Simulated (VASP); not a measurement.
GaMo, 4 atoms in the cell. It takes space group P4/nmm (No. 129, tetragonal). Conventional cell: a = 3.229 Å, b = 3.229 Å, c = 5.609 Å, α = 90.00°, β = 90.00°, γ = 90.00°. Ga (site symmetry 4mm) has 8 Ga at 2.65 to 3.23 Å and 6 Mo at 2.71 to 2.81 Å within 3.5 Å. Within 3.5 Å of Mo (site symmetry 4mm) lie 8 Mo at 2.64 to 3.23 Å and 6 Ga at 2.71 to 2.81 Å. 

```yaml
Program: VASP 6.6.1
Task: single point
Functional: PBE
Potentials_or_basis: VASP PAW PBE potentials, release 64 (Ga_d, Mo_sv)
Cutoff: 520 eV
k_mesh: 12 × 12 × 6
Occupations: gaussian, width 0.1 eV
Spin: no spin polarisation
Dipole_correction: no
Further_INCAR_settings: ALGO = Fast; EDIFF = 1e-06; NBANDS = 35
```

Potentials or basis: VASP PAW PBE potentials, release 64 (Ga_d, Mo_sv).

The run is started by

```bash
$ cat potpaw_PBE.64/Ga_d/POTCAR potpaw_PBE.64/Mo_sv/POTCAR > POTCAR
$ mpirun -np 1 vasp_std > vasp.out
```

Hardware: 1 thread of Intel(R) Xeon(R) Platinum 8259CL CPU @ 2.50GHz (Skylake/Cascade Lake) (shared host).

Question: Estimate the wall time of this run.

Answer: It took 5.1 min on 1 thread of Intel(R) Xeon(R) Platinum 8259CL CPU @ 2.50GHz (Skylake/Cascade Lake), with other jobs on the host, peak memory 0.3 GiB. Counts: scf iterations 15, k points 112.
